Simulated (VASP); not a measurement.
# AlRu (P4/mmm) in VASP: further runs, part 3 of 3

VASP 6.6.1. The steps go on from the part before.

### Step 5. Single point, PBE (biaxial strain in the a-b plane: -1.5 %, then relaxed in part)

The input, INCAR:

```
PREC     = Accurate       # precision mode
ENCUT    = 520            # plane-wave cutoff, eV
EDIFF    = 1E-6           # SCF threshold, eV
ISMEAR   = 0              # smearing method
SIGMA    = 0.1            # smearing width, eV
LREAL    = F              # projectors in reciprocal space
LASPH    = T              # aspherical terms in the spheres
NELM     = 80             # most SCF steps
ALGO     = Fast           # electronic algorithm
ISIF     = 2              # what is computed and relaxed
LWAVE    = F              # write WAVECAR
LCHARG   = F              # write CHGCAR
GGA      = PE             # functional
NBANDS   = 16             # bands
```

The input, KPOINTS:

```
regular mesh
0
Gamma
  18 18 18
```

The input, POSCAR:

```
AlRu
1.0
    2.9591142027      0.0000000000      0.0000000000
    0.0000000000      2.9591142027      0.0000000000
    0.0000000000      0.0000000000      3.0464205312
Al Ru
1 1
Direct
    0.0000000000      0.0000000000      0.0000000000
    0.5000000000      0.5000000000      0.5000000000
```

Potentials or basis: VASP PAW PBE potentials, release 64 (Al, Ru_pv).

On the command line:

```
$ cat potpaw_PBE.64/Al/POTCAR potpaw_PBE.64/Ru_pv/POTCAR > POTCAR
$ mpirun -np 1 vasp_std > vasp.out
```

OUTCAR:

```text
PREC = Accurate
   ENCUT = 520
   EDIFF = 1E-6
   ISMEAR = 0
   LREAL = F
   LASPH = T
   NELM = 80
   ISIF = 2
   GGA = PE

 ion  position               nearest neighbor table
   1  0.000  0.000  0.000-   2 2.59   2 2.59   2 2.59   2 2.59   2 2.59   2 2.59   2 2.59   2 2.59

   2  0.500  0.500  0.500-   1 2.59   1 2.59   1 2.59   1 2.59   1 2.59   1 2.59   1 2.59   1 2.59

  LATTYP: Found a simple tetragonal cell.
 ALAT       =     2.9591142027
 C/A-ratio  =     1.0295042106

  Lattice vectors:

 A1 = (   2.9591142027,   0.0000000000,   0.0000000000)
 A2 = (   0.0000000000,   2.9591142027,   0.0000000000)
 A3 = (   0.0000000000,   0.0000000000,   3.0464205312)

Analysis of symmetry for initial positions (statically):
=====================================================================
 Subroutine PRICEL returns:
 Original cell was already a primitive cell.

 Routine SETGRP: Setting up the symmetry group for a
 simple tetragonal supercell.

 Subroutine GETGRP returns: Found 16 space group operations
 (whereof 16 operations were pure point group operations)
 out of a pool of 16 trial point group operations.

The static configuration has the point symmetry D_4h.

Analysis of symmetry for dynamics (positions and initial velocities):
=====================================================================
 Subroutine PRICEL returns:
 Original cell was already a primitive cell.

 Routine SETGRP: Setting up the symmetry group for a
 simple tetragonal supercell.

 Subroutine GETGRP returns: Found 16 space group operations
 (whereof 16 operations were pure point group operations)
 out of a pool of 16 trial point group operations.

The dynamic configuration has the point symmetry D_4h.

 Subroutine INISYM returns: Found 16 space group operations
 (whereof 16 operations are pure point group operations),
 and found     1 'primitive' translations

----------------------------------------------------------------------------------------

                                     Primitive cell

  volume of cell :      26.6755

  direct lattice vectors                    reciprocal lattice vectors
     2.959114203  0.000000000  0.000000000     0.337938968  0.000000000  0.000000000
     0.000000000  2.959114203  0.000000000     0.000000000  0.337938968  0.000000000
     0.000000000  0.000000000  3.046420531     0.000000000  0.000000000  0.328254090

  length of vectors
     2.959114203  2.959114203  3.046420531     0.337938968  0.337938968  0.328254090

  position of ions in fractional coordinates (direct lattice)
     0.000000000  0.000000000  0.000000000
     0.500000000  0.500000000  0.500000000

  ion indices of the primitive-cell ions
   primitive index   ion index
                 1           1
                 2           2

----------------------------------------------------------------------------------------

 KPOINTS: regular mesh

Automatic generation of k-mesh.
 Grid dimensions read from file:
 generate k-points for:   18   18   18

 Generating k-lattice:

  Cartesian coordinates                     Fractional coordinates (reciprocal lattice)
     0.018774387  0.000000000  0.000000000     0.055555556  0.000000000  0.000000000
     0.000000000  0.018774387  0.000000000     0.000000000  0.055555556  0.000000000
     0.000000000  0.000000000  0.018236338     0.000000000  0.000000000  0.055555556

  Length of vectors
     0.018774387  0.018774387  0.018236338

  Shift w.r.t. Gamma in fractional coordinates (k-lattice)
     0.000000000  0.000000000  0.000000000

 Subroutine IBZKPT returns following result:
 ===========================================

 Found    550 irreducible k-points:

 Following reciprocal coordinates:
            Coordinates               Weight
  0.000000  0.000000  0.000000      1.000000
  0.055556  0.000000  0.000000      4.000000
  0.111111  0.000000  0.000000      4.000000
  0.166667  0.000000  0.000000      4.000000
  0.222222  0.000000  0.000000      4.000000
  0.277778  0.000000  0.000000      4.000000
[... 16 lines left out ...]
  0.277778  0.111111  0.000000      8.000000
  0.333333  0.111111  0.000000      8.000000
 [... further k-points ...]
   k-points           NKPTS =    550   k-points in BZ     NKDIM =    550   number of bands    NBANDS=     16
   number of dos      NEDOS =    301   number of ions     NIONS =      2
   total plane-waves  NPLWV =  13824
   dimension x,y,z NGX =    24 NGY =   24 NGZ =   24
   dimension x,y,z NGXF=    48 NGYF=   48 NGZF=   48
   ions per type =               1   1
   NGX,Y,Z   is equivalent  to a cutoff of  13.48, 13.48, 13.10 a.u.
   NGXF,Y,Z  is equivalent  to a cutoff of  26.97, 26.97, 26.19 a.u.
 SYSTEM =  unknown system
   PREC   = accura    normal or accurate (medium, high low for compatibility)
   ISTART =      0    job   : 0-new  1-cont  2-samecut
   ICHARG =      2    charge: 1-file 2-atom 10-const
   ISPIN  =      1    spin polarized calculation?
   LNONCOLLINEAR =      F non collinear calculations
   LSORBIT =      F    spin-orbit coupling
   LASPH  =      T    aspherical Exc in radial PAW
   ENCUT  =  520.0 eV  38.22 Ry    6.18 a.u.   5.50  5.50  5.66*2*pi/ulx,y,z
   NELM   =     80;   NELMIN=  2; NELMDL= -5     # of ELM steps
   EDIFF  = 0.1E-05   stopping-criterion for ELM
   LREAL  =      F    real-space projection
   EDIFFG = 0.1E-04   stopping-criterion for IOM
   NSW    =      0    number of steps for IOM
   IBRION =     -1    ionic relax: 0-MD 1-quasi-New 2-CG
   NFREE  =      0    steps in history (QN), initial steepest desc. (CG)
   ISIF   =      2    stress and relaxation
   ISYM   =      2    0-nonsym 1-usesym 2-fastsym
   POTIM  = 0.5000    time-step for ionic-motion
   TEBEG  =    0.0;   TEEND  =   0.0 temperature during run
   PSTRESS=    0.0 pullay stress
   NELECT =      17.0000    total number of electrons
   NUPDOWN=      -1.0000    fix difference up-down
   EMIN   =  10.00;   EMAX   =-10.00  energy-range for DOS
   EFERMI =   0.00;   METHOD = LEGACY
   ISMEAR =     0;   SIGMA  =   0.10  broadening in eV -4-tet -1-fermi 0-gaus
   EFERMI_NEDOS =   21; number of points for ismear=-14 and -15
   IALGO  =     68    algorithm
   IMIX   =      4    mixing-type and parameters
     AMIX     =   0.40;   BMIX     =  1.00
     AMIX_MAG =   1.60;   BMIX_MAG =  1.00
  volume/ion in A,a.u.               =      13.34        90.01
  Fermi-wavevector in a.u.,A,eV,Ry     =   1.408813  2.662271 27.004221  1.984754
  Thomas-Fermi vector in A             =   2.530933
   LORBIT       =      0    0 simple, 1 ext, 2 COOP (PROOUT), +10 PAW based schemes
   GGA     = PE    functional components
   LHFCALC =     F    Hartree Fock is set to
   AEXX    =    0.0000 exact exchange contribution
   IVDW    =     0    specifies the selected vdW correction
   LEPSILON=     F    determine dielectric tensor
   LRPA    =     F    only Hartree local field effects (RPA)
 non-spin polarized calculation
 RMM-DIIS sequential band-by-band and
 Gauss-broadening in eV      SIGMA  =   0.10
  energy-cutoff  :      520.00
  volume of cell :       26.68
 maximum number of plane-waves:       743
 NGX is ok and might be reduce to    24
   NGX = 11   NGY = 11   NGZ = 11

 number of electron      16.9999998 magnetization

 Free energy of the ion-electron system (eV)
  ---------------------------------------------------
  ext. energy  EPLUGINS =         0.00000000
  ---------------------------------------------------
  free energy    TOTEN  =       -14.25176783 eV

  energy without entropy =      -14.24411827  energy(sigma->0) =      -14.24794305

 E-fermi :  10.7680     XC(G=0): -12.5852

 val. band max:       10.7672130262   @ k =   0.1667   0.0000   0.3889
 cond. band min:      10.7711761956   @ k =   0.0556   0.0556   0.0556
 fundamental gap:      0.0039631694
 Fermi energy:        10.7679718107

 k-point     1 :       0.0000    0.0000    0.0000
  band No.  band energies     occupation
      1     -31.0265      2.00000
      2     -30.9881      2.00000
      3     -30.9881      2.00000
      4       1.0716      2.00000
      5       7.1703      2.00000
      6       7.1900      2.00000
[... 8 lines left out ...]
     15      22.8860      0.00000
     16      25.9801      0.00000
[... 419 lines left out ...]
 k-point    24 :       0.3333    0.1111    0.0000
  band No.  band energies     occupation
      1     -31.1599      2.00000
      2     -31.0086      2.00000
      3     -30.9998      2.00000
      4       3.2774      2.00000
      5       7.0349      2.00000
      6       7.8944      2.00000
[... 8 lines left out ...]
     15      25.2565      0.00000
     16      25.3252      0.00000

 [... further k-points ...]
[... 5 lines left out ...]
  --------------------------------------------------------------------------------------
  -------------------------------------------------------------------------------------
  Total        0.8453462      0.8453462     -0.0148858      0.0000000     -0.0000000      0.0000000
  in kB       50.7728886     50.7728886     -0.8940659      0.0000000     -0.0000000      0.0000000
  external PRESSURE =      33.5505704 kB  Pullay stress =       0.0000000 kB

 VOLUME and BASIS-vectors are now :
 -----------------------------------------------------------------------------
  energy-cutoff  :      520.00
  volume of cell :       26.68
      direct lattice vectors                 reciprocal lattice vectors
     2.959114203  0.000000000  0.000000000     0.337938968  0.000000000  0.000000000
     0.000000000  2.959114203  0.000000000     0.000000000  0.337938968  0.000000000
     0.000000000  0.000000000  3.046420531     0.000000000  0.000000000  0.328254090

 POSITION                                       TOTAL-FORCE (eV/Angst)
 -----------------------------------------------------------------------------------
      0.00000      0.00000      0.00000         0.000000      0.000000      0.000000
      1.47956      1.47956      1.52321         0.000000      0.000000      0.000000
 -----------------------------------------------------------------------------------
    total drift:                                0.000000     -0.000000     -0.000000

  FREE ENERGIE OF THE ION-ELECTRON SYSTEM (eV)
  ---------------------------------------------------
  free  energy   TOTEN  =       -14.2517678333 eV

  energy  without entropy=      -14.2441182658  energy(sigma->0) =      -14.24794305
```

Run time: 97 s. Hardware: 1 thread of Intel Xeon 6975P-C, shared host; peak memory 0.33 GiB.

Results:

```yaml
Free_energy: -14.2518 eV
Pressure: 3.4 GPa
```

Caveat: the cell differs from its parent crystal (biaxial strain in the a-b plane: -1.5 %, then relaxed in part).

### Step 6. Single point, PBE (biaxial strain in the a-b plane: +1.5 %, then relaxed in part)

The input, INCAR:

```
  PREC = Accurate
  ENCUT = 520
  EDIFF = 1E-6
  ISMEAR = 0
  SIGMA = 0.1
  LREAL = F
  LASPH = T
  NELM = 100
  ALGO = Fast
  ISIF = 2
  LWAVE = F
  LCHARG = F
  GGA = PE
  NBANDS = 16
```

KPOINTS is that of step 5.

The input, POSCAR:

```
AlRu
1.0
    3.0492395084      0.0000000000      0.0000000000
    0.0000000000      3.0492395084      0.0000000000
    0.0000000000      0.0000000000      2.9636309981
Al Ru
1 1
Direct
    0.0000000000      0.0000000000      0.0000000000
    0.5000000000      0.5000000000      0.5000000000
```

Potentials or basis: VASP PAW PBE potentials, release 64 (Al, Ru_pv).

On the command line:

```
$ cat potpaw_PBE.64/Al/POTCAR potpaw_PBE.64/Ru_pv/POTCAR > POTCAR
$ mpirun -np 1 vasp_std > vasp.out
```

OUTCAR:

```text
PREC = Accurate
   ENCUT = 520
   EDIFF = 1E-6
   ISMEAR = 0
   LREAL = F
   LASPH = T
   NELM = 100
   ISIF = 2
   GGA = PE

 ion  position               nearest neighbor table
   1  0.000  0.000  0.000-   2 2.62   2 2.62   2 2.62   2 2.62   2 2.62   2 2.62   2 2.62   2 2.62

   2  0.500  0.500  0.500-   1 2.62   1 2.62   1 2.62   1 2.62   1 2.62   1 2.62   1 2.62   1 2.62

  LATTYP: Found a simple tetragonal cell.
 ALAT       =     3.0492395084
 C/A-ratio  =     0.9719246356

  Lattice vectors:

[... 628 lines left out ...]
      3     -31.4096      2.00000
      4       2.8928      2.00000
      5       6.5415      2.00000
      6       7.5115      2.00000
[... 8 lines left out ...]
     15      23.7575      0.00000
     16      24.1856      0.00000

 [... further k-points ...]
[... 5 lines left out ...]
  --------------------------------------------------------------------------------------
  -------------------------------------------------------------------------------------
  Total       -0.8351128     -0.8351128     -0.0126749      0.0000000     -0.0000000      0.0000000
  in kB      -48.5566261    -48.5566261     -0.7369683      0.0000000     -0.0000000      0.0000000
  external PRESSURE =     -32.6167401 kB  Pullay stress =       0.0000000 kB

 VOLUME and BASIS-vectors are now :
 -----------------------------------------------------------------------------
  energy-cutoff  :      520.00
  volume of cell :       27.56
      direct lattice vectors                 reciprocal lattice vectors
     3.049239508  0.000000000  0.000000000     0.327950624  0.000000000  0.000000000
     0.000000000  3.049239508  0.000000000     0.000000000  0.327950624  0.000000000
     0.000000000  0.000000000  2.963630998     0.000000000  0.000000000  0.337423924

 POSITION                                       TOTAL-FORCE (eV/Angst)
 -----------------------------------------------------------------------------------
      0.00000      0.00000      0.00000         0.000000      0.000000      0.000000
      1.52462      1.52462      1.48182         0.000000      0.000000      0.000000
 -----------------------------------------------------------------------------------
    total drift:                                0.000000     -0.000000     -0.000000

  FREE ENERGIE OF THE ION-ELECTRON SYSTEM (eV)
  ---------------------------------------------------
  free  energy   TOTEN  =       -14.2521543038 eV

  energy  without entropy=      -14.2441471857  energy(sigma->0) =      -14.24815074
```

stdout:

```text
POSCAR found type information on POSCAR AlRu
 POSCAR found :  2 types and       2 ions
 scaLAPACK will be used
 LDA part: xc-table for (Slater+PW92), standard interpolation
 POSCAR, INCAR and KPOINTS ok, starting setup
 FFT: planning ... GRIDC
 FFT: planning ... GRID_SOFT
 FFT: planning ... GRID
 WAVECAR not read
 entering main loop
```

It took 94 s on 1 thread of Intel Xeon 6975P-C, shared host; peak memory 0.33 GiB.

What came out:

- Free energy: -14.2522 eV
- Pressure: -3.3 GPa

Caveat: the cell differs from its parent crystal (biaxial strain in the a-b plane: +1.5 %, then relaxed in part).

### Step 7. Overview

| cell | further INCAR settings | gap on the mesh (eV) | pressure (GPa) |
| --- | --- | --- | --- |
| a = 2.914, b = 2.914, c = 3.058 Å, 2 atoms | ALGO = Fast; EDIFF = 1e-06; NBANDS = 16 | none | 9.8 |
| a = 2.914, b = 2.914, c = 3.095 Å, 2 atoms | ALGO = Fast; EDIFF = 1e-06; NBANDS = 16 | none | 7.1 |
| a = 2.959, b = 2.959, c = 3.031 Å, 2 atoms | ALGO = Fast; EDIFF = 1e-07; NBANDS = 16 | none | 4.5 |
| a = 2.959, b = 2.959, c = 3.046 Å, 2 atoms | ALGO = Fast; EDIFF = 1e-06; NBANDS = 16 | none | 3.4 |
| a = 3.049, b = 3.049, c = 2.964 Å, 2 atoms | ALGO = Fast; EDIFF = 1e-06; NBANDS = 16 | none | -3.3 |

Alike in all rows: task single point; level PBE; potentials or basis VASP PAW PBE potentials, release 64 (Al, Ru_pv); no spin polarisation; k mesh 18 × 18 × 18; cutoff (eV) 520; smearing gaussian 0.1 eV.

Total energies depend on the potentials used, so only differences within one code and one set of settings carry meaning.
